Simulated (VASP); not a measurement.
**AlN: relaxation of the atoms with PBE**

AlN:

```xyz
4
Lattice="3.1710 0.0000 0.0000 -1.5855 2.7462 0.0000 0.0000 0.0000 5.0777" Properties=species:S:1:pos:R:3 pbc="T T T"
Al    1.5855    0.9154    0.0000
Al    0.0000    1.8308    2.5388
N     1.5855    0.9154    1.9397
N     0.0000    1.8308    4.4785
```

```yaml
Program: VASP 6.6.1
Task: relaxation of the atoms
Functional: PBE
Potentials_or_basis: VASP PAW PBE potentials, release 64 (Al, N)
Cutoff: 520 eV
k_mesh: 11 × 11 × 6
Occupations: fermi-dirac, width 0.02 eV
Spin: no spin polarisation
Dipole_correction: no
Further_INCAR_settings: ALGO = Normal; EDIFF = 1e-07; IBRION = 2; EDIFFG = -0.02; NSW = 80
```

```json
{
 "Energy gained by relaxing": "0.0 meV/atom",
 "Ionic steps": "2",
 "Pressure after relaxing": "-7.1 GPa",
 "Band gap on the k mesh": "3.72 eV"
}
```

Stress tensor (GPa, compression positive):
```
-7.36  0.00  0.00
 0.00 -7.36  0.00
 0.00  0.00 -6.43
```

Final structure:
```
Al N
1.0
     3.17100    0.00000    0.00000
    -1.58550    2.74616    0.00000
     0.00000    0.00000    5.07767
Al N
2 2
Direct
  0.66667 0.33333 0.00027
  0.33333 0.66667 0.50027
  0.66667 0.33333 0.38173
  0.33333 0.66667 0.88173
```

Levels at points of the mesh, in eV from the valence-band top:
```
           k point  band 6  band 7  band 8  band 9  band 10  band 11
(0.00, 0.00, 0.00)   -0.20   -0.20    0.00    3.72     6.17    10.16
(0.00, 0.00, 0.50)   -0.52   -0.52   -0.52    5.98     5.98     9.86
```

Run time: 47 s on 1 thread of Intel Xeon 8259CL (shared host), peak memory 0.17 GiB.
